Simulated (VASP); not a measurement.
Here is a VASP 6.6.1 calculation.

INCAR

```
PREC     = Accurate       # precision mode
ENCUT    = 520            # plane-wave cutoff, eV
EDIFF    = 1E-7           # SCF threshold, eV
ISMEAR   = 0              # smearing method
SIGMA    = 0.1            # smearing width, eV
LREAL    = F              # projectors in reciprocal space
LASPH    = T              # aspherical terms in the spheres
NELM     = 60             # most SCF steps
ALGO     = Normal         # electronic algorithm
ISIF     = 2              # what is computed and relaxed
LWAVE    = F              # write WAVECAR
LCHARG   = T              # write CHGCAR
GGA      = PE             # functional
LELF     = T              # ELF
LVHAR    = T            
NBANDS   = 28             # bands
```

KPOINTS

```
Automatic mesh
0
Gamma
  4 4 4
```

Contents of POSCAR:

```
ScSiS4
1.0
    3.9360413600      0.0000000000      0.0000000000
    0.0000000000      3.9360413600      0.0000000000
    0.0000000000      0.0000000000      6.6927092700
Sc Si S
1 1 4
Direct
    0.5000000000      0.5000000000      0.5000000000
    0.0000000000      0.0000000000      0.0000000000
    0.0000000000      0.0000000000      0.6053310000
    0.5000000000      0.5000000000      0.1056660000
    0.5000000000      0.5000000000      0.8943340000
    0.0000000000      0.0000000000      0.3946690000
```

Potentials or basis: VASP PAW PBE potentials, release 64 (Sc_sv, Si, S).

The run is started by

```console
$ cat potpaw_PBE.64/Sc_sv/POTCAR potpaw_PBE.64/Si/POTCAR potpaw_PBE.64/S/POTCAR > POTCAR
$ mpirun -np 1 vasp_std > vasp.out
```

(1) Predict the band gap on the k mesh.

(2) Predict the largest force.

Results:

(1) zero (an odd number of electrons rules out a gap without spin polarisation).

(2) 57.180 eV/Å.

Caveat: the k points lie up to 0.40 Å⁻¹ apart, too coarse for converged energies and pressures of a metal; atoms lie so close that the PAW spheres overlap strongly, which falsifies energies and pressures; forces of over 1 eV/Å act on the atoms, so gaps and moduli don't describe the material at rest.
